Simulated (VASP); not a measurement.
The system is Au.

```
Au
1.0
     0.00000    2.02134    2.02134
     2.02134    0.00000    2.02134
     2.02134    2.02134    0.00000
Au
1
Direct
  0.00000 0.00000 0.00000
```

Base run:

```yaml
Program: VASP 6.6.1
Functional: r2SCAN
Potentials_or_basis: VASP PAW PBE potentials, release 64 (Au)
Cutoff: 520 eV
k_mesh: 11 × 11 × 11
Occupations: fermi-dirac, width 0.05 eV
Spin: no spin polarisation
```

Its results: pressure 11.4 GPa.

After a change of settings the same cell gave: pressure 9.9 GPa. Which change was it?
A. functional from r2SCAN to PBEsol; dispersion from none to D3(BJ)
B. functional from r2SCAN to r2SCAN50; k mesh from 11 × 11 × 11 to 6 × 6 × 6
C. functional from r2SCAN to LDA; potentials or basis from VASP PAW PBE potentials, release 64 (Au) to VASP PAW LDA potentials, release 64 (Au)
D. functional from r2SCAN to RPBE; further incar settings from ALGO = Normal; EDIFF = 1e-06; NBANDS = 12 to ALGO = Fast; EDIFF = 1e-06; NBANDS = 12

B.

Caveats: some runs use coarse meshes; the PAW data sets were made with another functional, which shifts forces and pressure a little.
